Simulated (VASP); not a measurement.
# KI (I4/mmm) in VASP: further runs

The runs below take KI through single point, with PBE.

Everything below comes from runs of VASP 6.6.1. Logs are shortened: lines on timing, memory, paths and dates and some standing lists are left out, and cuts for length are marked.

## 1. The cell of the first run

It takes space group I4/mmm (No. 139, tetragonal). The conventional cell has a = 4.984 Å, b = 4.984 Å, c = 6.908 Å, α = 90.00°, β = 90.00°, γ = 90.00°. Within 4.5 Å of K (site symmetry 4/mmm) lie 6 I at 3.45 to 3.52 Å. Within 4.5 Å of I (site symmetry 4/mmm) lie 6 K at 3.45 to 3.52 Å.

## 2. Single point, PBE (strain -0.0200 x Voigt [0, 0, 1, 0, 0, 0])

Contents of INCAR:

```
PREC = Accurate ; ENCUT = 520
EDIFF = 1E-6 ; ISMEAR = 0
SIGMA = 0.05 ; LREAL = F
LASPH = T ; NELM = 100
ALGO = Normal ; ISIF = 2
LWAVE = F ; LCHARG = F
GGA = PE ; NBANDS = 15
```

Contents of KPOINTS:

```
Automatic mesh
0
Gamma
  6 6 6
```

Contents of POSCAR:

```
KI
1.0
    0.0000000000      3.5245500000      3.4540590000
    3.5245500000      0.0000000000      3.4540590000
    3.5245500000      3.5245500000      0.0000000000
K I
1 1
Direct
    0.0000000000      0.0000000000      0.0000000000
    0.5000000000      0.5000000000      0.5000000000
```

Potentials or basis: VASP PAW PBE potentials, release 64 (K_sv, I).

Command:

```console
> cat potpaw_PBE.64/K_sv/POTCAR potpaw_PBE.64/I/POTCAR > POTCAR
> mpirun -np 1 vasp_std > vasp.out
```

OUTCAR:

```text
PREC = Accurate
   ENCUT = 520
   EDIFF = 1E-6
   ISMEAR = 0
   LREAL = F
   LASPH = T
   NELM = 100
   ISIF = 2
   GGA = PE

 ion  position               nearest neighbor table
   1  0.000  0.000  0.000-   2 3.45   2 3.45   2 3.52   2 3.52   2 3.52   2 3.52
   2  0.500  0.500  0.500-   1 3.45   1 3.45   1 3.52   1 3.52   1 3.52   1 3.52

  LATTYP: Found a body centered tetragonal cell.
 ALAT       =     4.9844664113
 C/A-ratio  =     1.3859292911

  Lattice vectors:

 A1 = (   0.0000000000,  -3.5245500000,  -3.4540590000)
 A2 = (   0.0000000000,   3.5245500000,  -3.4540590000)
 A3 = (   3.5245500000,   0.0000000000,   3.4540590000)

Analysis of symmetry for initial positions (statically):
=====================================================================
 Subroutine PRICEL returns:
 Original cell was already a primitive cell.

 Routine SETGRP: Setting up the symmetry group for a
 body centered tetragonal supercell.

 Subroutine GETGRP returns: Found 16 space group operations
 (whereof 16 operations were pure point group operations)
 out of a pool of 16 trial point group operations.

The static configuration has the point symmetry D_4h.

Analysis of symmetry for dynamics (positions and initial velocities):
=====================================================================
 Subroutine PRICEL returns:
 Original cell was already a primitive cell.

 Routine SETGRP: Setting up the symmetry group for a
 body centered tetragonal supercell.

 Subroutine GETGRP returns: Found 16 space group operations
 (whereof 16 operations were pure point group operations)
 out of a pool of 16 trial point group operations.

The dynamic configuration has the point symmetry D_4h.

 Subroutine INISYM returns: Found 16 space group operations
 (whereof 16 operations are pure point group operations),
 and found     1 'primitive' translations

----------------------------------------------------------------------------------------

                                     Primitive cell

  volume of cell :      85.8158

  direct lattice vectors                    reciprocal lattice vectors
     0.000000000  3.524550000  3.454059000    -0.141862082  0.141862082  0.144757226
     3.524550000  0.000000000  3.454059000     0.141862082 -0.141862082  0.144757226
     3.524550000  3.524550000  0.000000000     0.141862082  0.141862082 -0.144757226

  length of vectors
     4.934873481  4.934873481  4.984466411     0.247395139  0.247395139  0.247395139

  position of ions in fractional coordinates (direct lattice)
     0.000000000  0.000000000  0.000000000
     0.500000000  0.500000000  0.500000000

  ion indices of the primitive-cell ions
   primitive index   ion index
                 1           1
                 2           2

----------------------------------------------------------------------------------------

 KPOINTS: Automatic mesh

Automatic generation of k-mesh.
 Grid dimensions read from file:
 generate k-points for:    6    6    6

 Generating k-lattice:

  Cartesian coordinates                     Fractional coordinates (reciprocal lattice)
    -0.023643680  0.023643680  0.024126204     0.166666667  0.000000000  0.000000000
     0.023643680 -0.023643680  0.024126204     0.000000000  0.166666667  0.000000000
     0.023643680  0.023643680 -0.024126204     0.000000000  0.000000000  0.166666667

  Length of vectors
     0.041232523  0.041232523  0.041232523

  Shift w.r.t. Gamma in fractional coordinates (k-lattice)
     0.000000000  0.000000000  0.000000000

 Subroutine IBZKPT returns following result:
 ===========================================

 Found     30 irreducible k-points:

 Following reciprocal coordinates:
            Coordinates               Weight
  0.000000  0.000000  0.000000      1.000000
  0.166667 -0.000000  0.000000      8.000000
  0.333333 -0.000000  0.000000      8.000000
  0.500000 -0.000000  0.000000      4.000000
  0.166667  0.166667  0.000000      2.000000
  0.333333  0.166667  0.000000      8.000000
[... 16 lines left out ...]
  0.333333  0.000000  0.333333      4.000000
  0.500000 -0.000000  0.333333     16.000000
 [... further k-points ...]
   k-points           NKPTS =     30   k-points in BZ     NKDIM =     30   number of bands    NBANDS=     15
   number of dos      NEDOS =    301   number of ions     NIONS =      2
   total plane-waves  NPLWV =  64000
   dimension x,y,z NGX =    40 NGY =   40 NGZ =   40
   dimension x,y,z NGXF=    80 NGYF=   80 NGZF=   80
   ions per type =               1   1
   NGX,Y,Z   is equivalent  to a cutoff of  13.48, 13.48, 13.34 a.u.
   NGXF,Y,Z  is equivalent  to a cutoff of  26.95, 26.95, 26.68 a.u.
 SYSTEM =  unknown system
   PREC   = accura    normal or accurate (medium, high low for compatibility)
   ISTART =      0    job   : 0-new  1-cont  2-samecut
   ICHARG =      2    charge: 1-file 2-atom 10-const
   ISPIN  =      1    spin polarized calculation?
   LNONCOLLINEAR =      F non collinear calculations
   LSORBIT =      F    spin-orbit coupling
   LASPH  =      T    aspherical Exc in radial PAW
   ENCUT  =  520.0 eV  38.22 Ry    6.18 a.u.   9.18  9.18  9.27*2*pi/ulx,y,z
   NELM   =    100;   NELMIN=  2; NELMDL= -5     # of ELM steps
   EDIFF  = 0.1E-05   stopping-criterion for ELM
   LREAL  =      F    real-space projection
   EDIFFG = 0.1E-04   stopping-criterion for IOM
   NSW    =      0    number of steps for IOM
   IBRION =     -1    ionic relax: 0-MD 1-quasi-New 2-CG
   NFREE  =      0    steps in history (QN), initial steepest desc. (CG)
   ISIF   =      2    stress and relaxation
   ISYM   =      2    0-nonsym 1-usesym 2-fastsym
   POTIM  = 0.5000    time-step for ionic-motion
   TEBEG  =    0.0;   TEEND  =   0.0 temperature during run
   PSTRESS=    0.0 pullay stress
   NELECT =      16.0000    total number of electrons
   NUPDOWN=      -1.0000    fix difference up-down
   EMIN   =  10.00;   EMAX   =-10.00  energy-range for DOS
   EFERMI =   0.00;   METHOD = LEGACY
   ISMEAR =     0;   SIGMA  =   0.05  broadening in eV -4-tet -1-fermi 0-gaus
   EFERMI_NEDOS =   21; number of points for ismear=-14 and -15
   IALGO  =     38    algorithm
   IMIX   =      4    mixing-type and parameters
     AMIX     =   0.40;   BMIX     =  1.00
     AMIX_MAG =   1.60;   BMIX_MAG =  1.00
  volume/ion in A,a.u.               =      42.91       289.56
  Fermi-wavevector in a.u.,A,eV,Ry     =   0.935246  1.767358 11.900809  0.874685
  Thomas-Fermi vector in A             =   2.062134
   LORBIT       =      0    0 simple, 1 ext, 2 COOP (PROOUT), +10 PAW based schemes
   GGA     = PE    functional components
   LHFCALC =     F    Hartree Fock is set to
   AEXX    =    0.0000 exact exchange contribution
   IVDW    =     0    specifies the selected vdW correction
   LEPSILON=     F    determine dielectric tensor
   LRPA    =     F    only Hartree local field effects (RPA)
 non-spin polarized calculation
 Gauss-broadening in eV      SIGMA  =   0.05
  energy-cutoff  :      520.00
  volume of cell :       85.82
 maximum number of plane-waves:      2341
 NGX is ok and might be reduce to    40
   NGX = 19   NGY = 19   NGZ = 19

 number of electron      15.9999999 magnetization

 Free energy of the ion-electron system (eV)
  ---------------------------------------------------
  ext. energy  EPLUGINS =         0.00000000
  ---------------------------------------------------
  free energy    TOTEN  =        -5.54204690 eV

  energy without entropy =       -5.54204690  energy(sigma->0) =       -5.54204690

 E-fermi :  -0.0182     XC(G=0):  -7.2845

 val. band max:       -0.2672013279   @ k =   0.0000   0.0000   0.0000
 cond. band min:       3.7541451243   @ k =   0.0000   0.0000   0.0000
 fundamental gap:      4.0213464523
 Fermi energy:        -0.0181568808

 k-point     1 :       0.0000    0.0000    0.0000
  band No.  band energies     occupation
      1     -28.7267      2.00000
      2     -12.2193      2.00000
      3     -12.2176      2.00000
      4     -12.2176      2.00000
      5     -10.8167      2.00000
      6      -0.2743      2.00000
      7      -0.2743      2.00000
      8      -0.2672      2.00000
      9       3.7541      0.00000
     10       6.1722      0.00000
     11       6.1722      0.00000
     12       6.2959      0.00000
     13       6.9067      0.00000
     14       6.9921      0.00000
     15       9.5473      0.00000

 k-point     2 :       0.1667   -0.0000    0.0000
  band No.  band energies     occupation
      1     -28.7261      2.00000
      2     -12.2672      2.00000
      3     -12.2189      2.00000
      4     -12.2185      2.00000
      5     -10.7329      2.00000
      6      -0.7111      2.00000
      7      -0.3722      2.00000
      8      -0.3663      2.00000
      9       4.3907      0.00000
     10       6.1404      0.00000
     11       6.4744      0.00000
     12       6.5525      0.00000
     13       7.2372      0.00000
     14       7.3290      0.00000
     15      10.4418      0.00000

 k-point     3 :       0.3333   -0.0000    0.0000
  band No.  band energies     occupation
      1     -28.7249      2.00000
      2     -12.3527      2.00000
      3     -12.2205      2.00000
      4     -12.2195      2.00000
      5     -10.5754      2.00000
      6      -1.3789      2.00000
      7      -0.5524      2.00000
      8      -0.5448      2.00000
      9       5.1195      0.00000
     10       6.8193      0.00000
     11       7.1982      0.00000
     12       7.2816      0.00000
     13       8.1143      0.00000
     14       8.2003      0.00000
     15       9.5157      0.00000
[... 343 lines left out ...]
 k-point    23 :       0.3333    0.0000    0.3333
  band No.  band energies     occupation
      1     -28.7243      2.00000
      2     -12.2839      2.00000
      3     -12.2354      2.00000
      4     -12.2313      2.00000
      5     -10.6535      2.00000
      6      -1.2576      2.00000
      7      -0.5729      2.00000
      8      -0.5578      2.00000
      9       4.8919      0.00000
     10       5.5077      0.00000
     11       7.5750      0.00000
     12       7.8401      0.00000
     13       8.5106      0.00000
     14       8.5811      0.00000
     15       9.7108      0.00000

 k-point    24 :       0.5000   -0.0000    0.3333
  band No.  band energies     occupation
      1     -28.7237      2.00000
      2     -12.2888      2.00000
      3     -12.2472      2.00000
      4     -12.2335      2.00000
      5     -10.6204      2.00000
      6      -1.2841      2.00000
      7      -0.8140      2.00000
      8      -0.6390      2.00000
      9       5.0390      0.00000
     10       6.0392      0.00000
     11       7.5338      0.00000
     12       7.9555      0.00000
     13       8.7016      0.00000
     14       9.1125      0.00000
     15       9.5944      0.00000

 [... further k-points ...]

------------------------ aborting loop because EDIFF is reached ----------------------------------------

  FORCE on cell =-STRESS in cart. coord.  units (eV):
  Direction    XX          YY          ZZ          XY          YZ          ZX
  --------------------------------------------------------------------------------------
  -------------------------------------------------------------------------------------
  Total        0.4361593      0.4361593      0.7828644      0.0000000     -0.0000000     -0.0000000
  in kB        8.1430791      8.1430791     14.6160506      0.0000000     -0.0000000     -0.0000000
  external PRESSURE =      10.3007363 kB  Pullay stress =       0.0000000 kB

 VOLUME and BASIS-vectors are now :
 -----------------------------------------------------------------------------
  energy-cutoff  :      520.00
  volume of cell :       85.82
      direct lattice vectors                 reciprocal lattice vectors
     0.000000000  3.524550000  3.454059000    -0.141862082  0.141862082  0.144757226
     3.524550000  0.000000000  3.454059000     0.141862082 -0.141862082  0.144757226
     3.524550000  3.524550000  0.000000000     0.141862082  0.141862082 -0.144757226

 POSITION                                       TOTAL-FORCE (eV/Angst)
 -----------------------------------------------------------------------------------
      0.00000      0.00000      0.00000        -0.000000      0.000000      0.000000
      3.52455      3.52455      3.45406         0.000000     -0.000000      0.000000
 -----------------------------------------------------------------------------------
    total drift:                                0.000000     -0.000000     -0.000000

  FREE ENERGIE OF THE ION-ELECTRON SYSTEM (eV)
  ---------------------------------------------------
  free  energy   TOTEN  =        -5.5420468985 eV

  energy  without entropy=       -5.5420468985  energy(sigma->0) =       -5.54204690
```

Run time: 51 s. Hardware: 1 thread of Intel Xeon Platinum 8488C (Sapphire Rapids), shared host; peak memory 0.24 GiB.

What came out:

```yaml
Free_energy: -5.5420 eV
Pressure: 1.0 GPa
Band_gap_on_the_k_mesh: 4.02 eV, direct
```

Levels at points of the mesh, in eV from the valence-band top:
| k point | band 5 | band 6 | band 7 | band 8 | band 9 | band 10 | band 11 | band 12 |
| --- | --- | --- | --- | --- | --- | --- | --- | --- |
| (0.00, 0.00, 0.00) | -10.55 | -0.01 | -0.01 | 0.00 | 4.02 | 6.44 | 6.44 | 6.56 |
| (0.50, 0.00, 0.00) | -10.23 | -1.39 | -0.37 | -0.36 | 5.55 | 7.78 | 8.12 | 8.28 |
| (0.50, 0.50, 0.00) | -10.39 | -1.03 | -0.41 | -0.41 | 4.87 | 5.83 | 8.15 | 8.81 |
| (0.50, 0.00, 0.50) | -10.40 | -1.05 | -0.39 | -0.36 | 4.89 | 5.83 | 8.10 | 8.80 |

Caveat: the cell differs from its parent crystal (strain -0.0200 x Voigt [0, 0, 1, 0, 0, 0]); spin-orbit coupling is left out, which moves the levels of the heavy elements.

[end of part 1 of 2]
